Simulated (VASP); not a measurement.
# MgS (I4/mmm) in VASP: settings compared

Aim: see how the results for MgS move with the level of theory and the settings. Levels: PBE, r2SCAN, HSE06. Tasks: single point.

Program: VASP 6.6.1. These are calculated values, not measurements. Logs are shortened: lines on timing, memory, paths and dates and some standing lists are left out, and cuts for length are marked.

## (1) The cell of the first run

Symmetry: I4/mmm, No. 139, tetragonal system. Conventional cell: a = 3.679 Å, b = 3.679 Å, c = 5.348 Å, α = 90.00°, β = 90.00°, γ = 90.00°. Mg (site symmetry 4/mmm) has 6 S at 2.60 to 2.67 Å within 3.4 Å. Within 3.4 Å of S (site symmetry 4/mmm) lie 6 Mg at 2.60 to 2.67 Å.

## (2) Single point, PBE (uniaxial z strain +2.8%)

INCAR

```
SYSTEM = MgS
ALGO     = Normal         ! electronic algorithm
EDIFF    = 1E-6           ! SCF threshold, eV
ENCUT    = 520            ! plane-wave cutoff, eV
GGA      = PE             ! functional
ISIF     = 2              ! what is computed and relaxed
ISMEAR   = -1             ! smearing method
LASPH    = .True.         ! aspherical terms in the spheres
LCHARG   = .True.         ! write CHGCAR
LELF     = .True.         ! ELF
LREAL    = .False.        ! projectors in reciprocal space
LVHAR    = .True.       
LWAVE    = .False.        ! write WAVECAR
NBANDS   = 11             ! bands
NELM     = 80             ! most SCF steps
PREC     = Accurate       ! precision mode
SIGMA    = 0.02           ! smearing width, eV
```

KPOINTS

```
k-points
0
Gamma
  8 8 8
  0 0 0
```

POSCAR

```
MgS
1.0
    0.0000000000      2.6015177400      2.6738399332
    2.6015177400      0.0000000000      2.6738399332
    2.6015177400      2.6015177400      0.0000000000
Mg S
1 1
Direct
    0.0000000000      0.0000000000      0.0000000000
    0.5000000000      0.5000000000      0.5000000000
```

Potentials or basis: VASP PAW PBE potentials, release 64 (Mg, S).

The run is started by

```bash
cat potpaw_PBE.64/Mg/POTCAR potpaw_PBE.64/S/POTCAR > POTCAR
mpirun -np 1 vasp_std > vasp.out
```

OUTCAR:

```text
SYSTEM = MgS
   EDIFF = 1E-6
   ENCUT = 520
   GGA = PE
   ISIF = 2
   ISMEAR = -1
   LASPH = .True.
   LREAL = .False.
   NELM = 80
   PREC = Accurate

 ion  position               nearest neighbor table
   1  0.000  0.000  0.000-   2 2.60   2 2.60   2 2.60   2 2.60   2 2.67   2 2.67
   2  0.500  0.500  0.500-   1 2.60   1 2.60   1 2.60   1 2.60   1 2.67   1 2.67

  LATTYP: Found a body centered tetragonal cell.
 ALAT       =     3.6791016707
 C/A-ratio  =     1.4535286994

  Lattice vectors:

 A1 = (  -2.6015177400,   0.0000000000,   2.6738399332)
 A2 = (   2.6015177400,   0.0000000000,   2.6738399332)
 A3 = (   0.0000000000,   2.6015177400,  -2.6738399332)

Analysis of symmetry for initial positions (statically):
=====================================================================
 Subroutine PRICEL returns:
 Original cell was already a primitive cell.

 Routine SETGRP: Setting up the symmetry group for a
 body centered tetragonal supercell.

 Subroutine GETGRP returns: Found 16 space group operations
 (whereof 16 operations were pure point group operations)
 out of a pool of 16 trial point group operations.

The static configuration has the point symmetry D_4h.

Analysis of symmetry for dynamics (positions and initial velocities):
=====================================================================
 Subroutine PRICEL returns:
 Original cell was already a primitive cell.

 Routine SETGRP: Setting up the symmetry group for a
 body centered tetragonal supercell.

 Subroutine GETGRP returns: Found 16 space group operations
 (whereof 16 operations were pure point group operations)
 out of a pool of 16 trial point group operations.

The dynamic configuration has the point symmetry D_4h.

 Subroutine INISYM returns: Found 16 space group operations
 (whereof 16 operations are pure point group operations),
 and found     1 'primitive' translations

----------------------------------------------------------------------------------------

                                     Primitive cell

  volume of cell :      36.1925

  direct lattice vectors                    reciprocal lattice vectors
     0.000000000  2.601517740  2.673839933    -0.192195499  0.192195499  0.186996983
     2.601517740  0.000000000  2.673839933     0.192195499 -0.192195499  0.186996983
     2.601517740  2.601517740  0.000000000     0.192195499  0.192195499 -0.186996983

  length of vectors
     3.730591714  3.730591714  3.679101671     0.329918310  0.329918310  0.329918310

  position of ions in fractional coordinates (direct lattice)
     0.000000000  0.000000000  0.000000000
     0.500000000  0.500000000  0.500000000

  ion indices of the primitive-cell ions
   primitive index   ion index
                 1           1
                 2           2

----------------------------------------------------------------------------------------

 KPOINTS: k-points

Automatic generation of k-mesh.
 Grid dimensions read from file:
 generate k-points for:    8    8    8

 Generating k-lattice:

  Cartesian coordinates                     Fractional coordinates (reciprocal lattice)
    -0.024024437  0.024024437  0.023374623     0.125000000 -0.000000000  0.000000000
     0.024024437 -0.024024437  0.023374623    -0.000000000  0.125000000  0.000000000
     0.024024437  0.024024437 -0.023374623     0.000000000  0.000000000  0.125000000

  Length of vectors
     0.041239789  0.041239789  0.041239789

  Shift w.r.t. Gamma in fractional coordinates (k-lattice)
     0.000000000  0.000000000  0.000000000

 Subroutine IBZKPT returns following result:
 ===========================================

 Found     59 irreducible k-points:

 Following reciprocal coordinates:
            Coordinates               Weight
  0.000000  0.000000  0.000000      1.000000
  0.125000 -0.000000  0.000000      8.000000
  0.250000 -0.000000  0.000000      8.000000
  0.375000  0.000000  0.000000      8.000000
  0.500000 -0.000000  0.000000      4.000000
  0.125000  0.125000  0.000000      2.000000
[... 16 lines left out ...]
  0.250000 -0.000000  0.125000     16.000000
  0.375000  0.000000  0.125000     16.000000
 [... further k-points ...]
   k-points           NKPTS =     59   k-points in BZ     NKDIM =     59   number of bands    NBANDS=     11
   number of dos      NEDOS =    301   number of ions     NIONS =      2
   total plane-waves  NPLWV =  21952
   dimension x,y,z NGX =    28 NGY =   28 NGZ =   28
   dimension x,y,z NGXF=    56 NGYF=   56 NGZF=   56
   ions per type =               1   1
   NGX,Y,Z   is equivalent  to a cutoff of  12.48, 12.48, 12.65 a.u.
   NGXF,Y,Z  is equivalent  to a cutoff of  24.96, 24.96, 25.30 a.u.
 SYSTEM =  MgS
   PREC   = accura    normal or accurate (medium, high low for compatibility)
   ISTART =      0    job   : 0-new  1-cont  2-samecut
   ICHARG =      2    charge: 1-file 2-atom 10-const
   ISPIN  =      1    spin polarized calculation?
   LNONCOLLINEAR =      F non collinear calculations
   LSORBIT =      F    spin-orbit coupling
   LASPH  =      T    aspherical Exc in radial PAW
   ENCUT  =  520.0 eV  38.22 Ry    6.18 a.u.   6.94  6.94  6.84*2*pi/ulx,y,z
   NELM   =     80;   NELMIN=  2; NELMDL= -5     # of ELM steps
   EDIFF  = 0.1E-05   stopping-criterion for ELM
   LREAL  =      F    real-space projection
   EDIFFG = 0.1E-04   stopping-criterion for IOM
   NSW    =      0    number of steps for IOM
   IBRION =     -1    ionic relax: 0-MD 1-quasi-New 2-CG
   NFREE  =      0    steps in history (QN), initial steepest desc. (CG)
   ISIF   =      2    stress and relaxation
   ISYM   =      2    0-nonsym 1-usesym 2-fastsym
   POTIM  = 0.5000    time-step for ionic-motion
   TEBEG  =    0.0;   TEEND  =   0.0 temperature during run
   PSTRESS=    0.0 pullay stress
   NELECT =       8.0000    total number of electrons
   NUPDOWN=      -1.0000    fix difference up-down
   EMIN   =  10.00;   EMAX   =-10.00  energy-range for DOS
   EFERMI =   0.00;   METHOD = LEGACY
   ISMEAR =    -1;   SIGMA  =   0.02  broadening in eV -4-tet -1-fermi 0-gaus
   EFERMI_NEDOS =   21; number of points for ismear=-14 and -15
   IALGO  =     38    algorithm
   IMIX   =      4    mixing-type and parameters
     AMIX     =   0.40;   BMIX     =  1.00
     AMIX_MAG =   1.60;   BMIX_MAG =  1.00
  volume/ion in A,a.u.               =      18.10       122.12
  Fermi-wavevector in a.u.,A,eV,Ry     =   0.989840  1.870527 13.330770  0.979784
  Thomas-Fermi vector in A             =   2.121468
   LORBIT       =      0    0 simple, 1 ext, 2 COOP (PROOUT), +10 PAW based schemes
   GGA     = PE    functional components
   LHFCALC =     F    Hartree Fock is set to
   AEXX    =    0.0000 exact exchange contribution
   IVDW    =     0    specifies the selected vdW correction
   LEPSILON=     F    determine dielectric tensor
   LRPA    =     F    only Hartree local field effects (RPA)
 non-spin polarized calculation
  energy-cutoff  :      520.00
  volume of cell :       36.19
 maximum number of plane-waves:       987
   NGX = 13   NGY = 13   NGZ = 13

 number of electron       8.0000001 magnetization

 Free energy of the ion-electron system (eV)
  ---------------------------------------------------
  ext. energy  EPLUGINS =         0.00000000
  ---------------------------------------------------
  free energy    TOTEN  =        -8.49610537 eV

  energy without entropy =       -8.49610537  energy(sigma->0) =       -8.49610537

 E-fermi :   3.9492     XC(G=0):  -9.5752

 val. band max:        3.5586108487   @ k =   0.0000   0.0000   0.0000
 cond. band min:       6.1612684164   @ k =   0.5000   0.0000   0.5000
 fundamental gap:      2.6026575677
 Fermi energy:         3.9492010633

 k-point     1 :       0.0000    0.0000    0.0000
  band No.  band energies     occupation
      1      -9.0314      2.00000
      2       3.4459      2.00000
      3       3.4459      2.00000
      4       3.5586      2.00000
      5       6.9837      0.00000
      6      11.2733      0.00000
      7      11.5528      0.00000
      8      11.5528      0.00000
      9      13.6128      0.00000
     10      13.9867      0.00000
     11      15.9645      0.00000

 k-point     2 :       0.1250   -0.0000    0.0000
  band No.  band energies     occupation
      1      -8.8870      2.00000
      2       2.4498      2.00000
      3       3.3640      2.00000
      4       3.4156      2.00000
      5       7.7959      0.00000
      6      11.1086      0.00000
      7      11.5834      0.00000
      8      11.8015      0.00000
      9      13.0133      0.00000
     10      13.2864      0.00000
     11      15.9602      0.00000

 k-point     3 :       0.2500   -0.0000    0.0000
  band No.  band energies     occupation
      1      -8.4976      2.00000
      2       0.7427      2.00000
      3       3.1760      2.00000
      4       3.1839      2.00000
      5       8.3369      0.00000
      6      11.1094      0.00000
      7      11.4356      0.00000
      8      11.6443      0.00000
      9      13.7112      0.00000
     10      13.7478      0.00000
     11      15.2084      0.00000

 k-point     4 :       0.3750    0.0000    0.0000
  band No.  band energies     occupation
      1      -8.0261      2.00000
      2      -0.6488      2.00000
      3       2.9664      2.00000
      4       3.0240      2.00000
      5       8.1144      0.00000
      6      10.4701      0.00000
      7      10.7546      0.00000
      8      12.9637      0.00000
      9      14.9437      0.00000
     10      15.6126      0.00000
     11      15.7110      0.00000
[... 239 lines left out ...]
 k-point    22 :       0.1250    0.0000    0.1250
  band No.  band energies     occupation
      1      -8.8351      2.00000
      2       2.4521      2.00000
      3       3.1073      2.00000
      4       3.2521      2.00000
      5       8.1278      0.00000
      6      10.5668      0.00000
      7      11.9775      0.00000
      8      12.0719      0.00000
      9      12.1100      0.00000
     10      13.9679      0.00000
     11      16.5742      0.00000

 k-point    23 :       0.2500   -0.0000    0.1250
  band No.  band energies     occupation
      1      -8.5248      2.00000
      2       1.1864      2.00000
      3       2.8697      2.00000
      4       2.9865      2.00000
      5       8.8226      0.00000
      6      10.3018      0.00000
      7      10.9474      0.00000
      8      12.1530      0.00000
      9      13.1668      0.00000
     10      14.4546      0.00000
     11      16.5896      0.00000

 k-point    24 :       0.3750    0.0000    0.1250
  band No.  band energies     occupation
      1      -8.0739      2.00000
      2      -0.1885      2.00000
      3       2.6319      2.00000
      4       2.7147      2.00000
      5       8.6742      0.00000
      6      10.1246      0.00000
      7      11.4156      0.00000
      8      11.6779      0.00000
      9      14.6550      0.00000
     10      16.2444      0.00000
     11      16.3682      0.00000

 [... further k-points ...]

------------------------ aborting loop because EDIFF is reached ----------------------------------------

  FORCE on cell =-STRESS in cart. coord.  units (eV):
  Direction    XX          YY          ZZ          XY          YZ          ZX
  --------------------------------------------------------------------------------------
  -------------------------------------------------------------------------------------
  Total       -0.0590265     -0.0590265     -0.5931265      0.0000000      0.0000000     -0.0000000
  in kB       -2.6129967     -2.6129967    -26.2566243      0.0000000      0.0000000     -0.0000000
  external PRESSURE =     -10.4942059 kB  Pullay stress =       0.0000000 kB

 VOLUME and BASIS-vectors are now :
 -----------------------------------------------------------------------------
  energy-cutoff  :      520.00
  volume of cell :       36.19
      direct lattice vectors                 reciprocal lattice vectors
     0.000000000  2.601517740  2.673839933    -0.192195499  0.192195499  0.186996983
     2.601517740  0.000000000  2.673839933     0.192195499 -0.192195499  0.186996983
     2.601517740  2.601517740  0.000000000     0.192195499  0.192195499 -0.186996983

 POSITION                                       TOTAL-FORCE (eV/Angst)
 -----------------------------------------------------------------------------------
      0.00000      0.00000      0.00000         0.000000     -0.000000      0.000000
      2.60152      2.60152      2.67384        -0.000000      0.000000      0.000000
 -----------------------------------------------------------------------------------
    total drift:                                0.000000      0.000000      0.000000

  FREE ENERGIE OF THE ION-ELECTRON SYSTEM (eV)
  ---------------------------------------------------
  free  energy   TOTEN  =        -8.4961053715 eV

  energy  without entropy=       -8.4961053715  energy(sigma->0) =       -8.49610537
```

Wall time 13 s (1 thread of Intel Xeon Platinum 8559C (Emerald Rapids), shared host); peak memory 0.17 GiB.

What came out:

- Free energy: -8.4961 eV
- Pressure: -1.0 GPa
- Band gap on the k mesh: 2.60 eV (least direct gap 3.43 eV)

Caveat: the cell differs from its parent crystal (uniaxial z strain +2.8%).

## (3) Single point, r2SCAN (uniaxial z strain +2.8%)

POSCAR is that of step 2.

INCAR.step1

```
ALGO = Normal
EDIFF = 1E-4
ENCUT = 520
GGA = PE
ISMEAR = 0
LASPH = True
LCHARG = False
LREAL = False
LWAVE = True
NBANDS = 11
NELM = 60
PREC = Accurate
SIGMA = 0.01
```

INCAR.step2

```
ALGO = Normal
EDIFF = 1E-7
ENCUT = 520
ISIF = 2
ISMEAR = 0
ISTART = 1
LASPH = True
LCHARG = False
LMIXTAU = True
LREAL = False
LWAVE = False
METAGGA = R2SCAN
NBANDS = 11
NELM = 60
PREC = Accurate
SIGMA = 0.01
```

KPOINTS

```
k-points
0
Gamma
  8 8 8
```

Potentials or basis: VASP PAW PBE potentials, release 64 (Mg, S).

The run is started by

```bash
cat potpaw_PBE.64/Mg/POTCAR potpaw_PBE.64/S/POTCAR > POTCAR
cp INCAR.step1 INCAR
mpirun -np 1 vasp_std > vasp.out
cp INCAR.step2 INCAR
mpirun -np 1 vasp_std > vasp.out
```

OUTCAR:

```text
EDIFF = 1E-7
   ENCUT = 520
   ISIF = 2
   ISMEAR = 0
   ISTART = 1
   LASPH = True
   LREAL = False
   METAGGA = R2SCAN
   NELM = 60
   PREC = Accurate

 ion  position               nearest neighbor table
   1  0.000  0.000  0.000-   2 2.60   2 2.60   2 2.60   2 2.60   2 2.67   2 2.67
   2  0.500  0.500  0.500-   1 2.60   1 2.60   1 2.60   1 2.60   1 2.67   1 2.67

  LATTYP: Found a body centered tetragonal cell.
 ALAT       =     3.6791016707
 C/A-ratio  =     1.4535286994

[... 524 lines left out ...]

------------------------ aborting loop because EDIFF is reached ----------------------------------------

  FORCE on cell =-STRESS in cart. coord.  units (eV):
  Direction    XX          YY          ZZ          XY          YZ          ZX
  --------------------------------------------------------------------------------------
  -------------------------------------------------------------------------------------
  Total       -0.3655895     -0.3655895     -0.8968216      0.0000000     -0.0000000      0.0000000
  in kB      -16.1839794    -16.1839794    -39.7006532      0.0000000     -0.0000000      0.0000000
  external PRESSURE =     -24.0228706 kB  Pullay stress =       0.0000000 kB

 VOLUME and BASIS-vectors are now :
 -----------------------------------------------------------------------------
  energy-cutoff  :      520.00
  volume of cell :       36.19
      direct lattice vectors                 reciprocal lattice vectors
     0.000000000  2.601517740  2.673839933    -0.192195499  0.192195499  0.186996983
     2.601517740  0.000000000  2.673839933     0.192195499 -0.192195499  0.186996983
     2.601517740  2.601517740  0.000000000     0.192195499  0.192195499 -0.186996983

 POSITION                                       TOTAL-FORCE (eV/Angst)
 -----------------------------------------------------------------------------------
      0.00000      0.00000      0.00000         0.000000     -0.000000      0.000000
      2.60152      2.60152      2.67384        -0.000000      0.000000      0.000000
 -----------------------------------------------------------------------------------
    total drift:                                0.000000      0.000000      0.000000

  FREE ENERGIE OF THE ION-ELECTRON SYSTEM (eV)
  ---------------------------------------------------
  free  energy   TOTEN  =       -15.4965374258 eV

  energy  without entropy=      -15.4965374258  energy(sigma->0) =      -15.49653743
```

Run time: 65 s. Hardware: 1 thread of Intel Xeon Platinum 8559C (Emerald Rapids), shared host; peak memory 0.17 GiB.

Results:

```
Free energy            : -15.4965 eV
Pressure               : -2.4 GPa
Band gap on the k mesh : 3.26 eV (least direct gap 4.31 eV)
```

Caveat: the cell differs from its parent crystal (uniaxial z strain +2.8%); the PAW data sets were made with another functional, which shifts forces and pressure a little.

## (4) Single point, HSE06 (uniaxial z strain +2.8%)

POSCAR is that of step 3.

INCAR.step1

```
ALGO = Normal ; EDIFF = 1E-5
ENCUT = 520 ; GGA = PE
ISIF = 2 ; ISMEAR = 0
LASPH = True ; LCHARG = False
LREAL = False ; LWAVE = True
NBANDS = 11 ; NELM = 80
PREC = Accurate ; SIGMA = 0.01
```

INCAR.step2

```
ALGO = Normal ; EDIFF = 1E-6
ENCUT = 520 ; GGA = PE
HFSCREEN = 0.2079 ; ISIF = 2
ISMEAR = 0 ; ISTART = 1
LASPH = True ; LCHARG = False
LHFCALC = True ; LREAL = False
LWAVE = False ; NBANDS = 11
NELM = 80 ; PREC = Accurate
PRECFOCK = Normal ; SIGMA = 0.01
```

KPOINTS

```
k-points
0
Gamma
  6 6 6
```

The run is started by

```bash
cat potpaw_PBE.64/Mg/POTCAR potpaw_PBE.64/S/POTCAR > POTCAR
cp INCAR.step1 INCAR
mpirun -np 1 vasp_std > vasp.out
cp INCAR.step2 INCAR
mpirun -np 1 vasp_std > vasp.out
```

It took 13 min on 1 thread of Intel Xeon Platinum 8559C (Emerald Rapids), shared host; peak memory 0.28 GiB.

Results (log left out):

| Quantity | Value |
| --- | --- |
| Free energy | -9.8718 eV |
| Pressure | -2.6 GPa |
| Band gap on the k mesh | 3.56 eV (least direct gap 4.48 eV) |

Stress tensor (GPa, compression positive):
```
-1.87  0.00  0.00
 0.00 -1.87  0.00
 0.00  0.00 -4.14
```

Levels at points of the mesh, in eV from the valence-band top:
| k point | band 2 | band 3 | band 4 | band 5 | band 6 | band 7 |
| --- | --- | --- | --- | --- | --- | --- |
| (0.00, 0.00, 0.00) | -0.13 | -0.13 | 0.00 | 4.48 | 8.85 | 9.13 |
| (0.50, 0.00, 0.00) | -5.20 | -0.74 | -0.66 | 5.42 | 7.80 | 8.08 |
| (0.50, 0.50, 0.00) | -4.54 | -1.78 | -1.78 | 3.71 | 5.40 | 12.96 |
| (0.50, 0.00, 0.50) | -4.52 | -2.03 | -1.77 | 3.56 | 5.30 | 13.25 |

Caveat: the cell differs from its parent crystal (uniaxial z strain +2.8%); the PAW data sets were made with another functional, which shifts forces and pressure a little. A k mesh can miss the band edges.

## (5) Overview

| level | k mesh | smearing | grid for exact exchange (PRECFOCK) | share of exact exchange | screening parameter | gap on the mesh (eV) | pressure (GPa) |
| --- | --- | --- | --- | --- | --- | --- | --- |
| PBE | 8 × 8 × 8 | fermi-dirac 0.02 eV | - | - | - | 2.60 | -1.0 |
| r2SCAN | 8 × 8 × 8 | gaussian 0.01 eV | - | - | - | 3.26 | -2.4 |
| HSE06 | 6 × 6 × 6 | gaussian 0.01 eV | Normal | 0.25 | 0.2079 1/Å | 3.56 | -2.6 |

Alike in all rows: task single point; potentials or basis VASP PAW PBE potentials, release 64 (Mg, S); no spin polarisation; cell as given; cutoff (eV) 520.

Caveats: the PAW data sets were made with another functional, which shifts forces and pressure a little (at least some runs).

Absolute energies hang on the potentials; compare differences alone.
